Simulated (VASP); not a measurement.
Input of a VASP 6.6.1 run:

File INCAR:

```
ALGO = Normal
EDIFF = 1E-6
ENCUT = 520
GGA = PS
ISIF = 2
ISMEAR = 0
LASPH = T
LCHARG = T
LELF = T
LREAL = F
LVHAR = T
LWAVE = F
NBANDS = 15
NELM = 100
PREC = Accurate
SIGMA = 0.05
```

KPOINTS

```
k-points
0
Gamma
  6 6 4
```

Contents of POSCAR:

```
MgI2
1.0
    4.1537001214      0.0000000000      0.0000000000
   -2.0768500607      3.5972098248      0.0000000000
    0.0000000000      0.0000000000      6.8620000000
Mg I
1 2
Direct
    0.0000000000      0.0000000000      0.0000000000
    0.3739773903      0.6869886951      0.7280772998
    0.7073107236      0.3536553618      0.2128172998
```

Potentials or basis: VASP PAW PBE potentials, release 64 (Mg, I).

Run with:

```console
$ cat potpaw_PBE.64/Mg/POTCAR potpaw_PBE.64/I/POTCAR > POTCAR
$ mpirun -np 1 vasp_std > vasp.out
```

**Question.** What does it give for the band gap on the k mesh?

**Answer.** 3.06 eV (least direct gap 3.13 eV).

**Question.** What does it give for the largest force?

**Answer.** 1.205 eV/Å.

**Question.** Predict the pressure.

**Answer.** 0.3 GPa.

Stress tensor (GPa, compression positive):
```
 0.14 -0.44 -0.34
-0.44  0.65 -0.20
-0.34 -0.20  0.13
```

Caveat: the cell differs from its parent crystal (all I atoms moved -0.250 Å, as atom 2 towards its neighbour atom 3 (I) at 4.101 Å); the PAW data sets were made with another functional, which shifts forces and pressure a little; spin-orbit coupling is left out, which moves the levels of the heavy elements; this functional lacks dispersion, which binds the layers, so the pressure and a relaxed spacing across them are unreliable. A k mesh can miss the band edges.
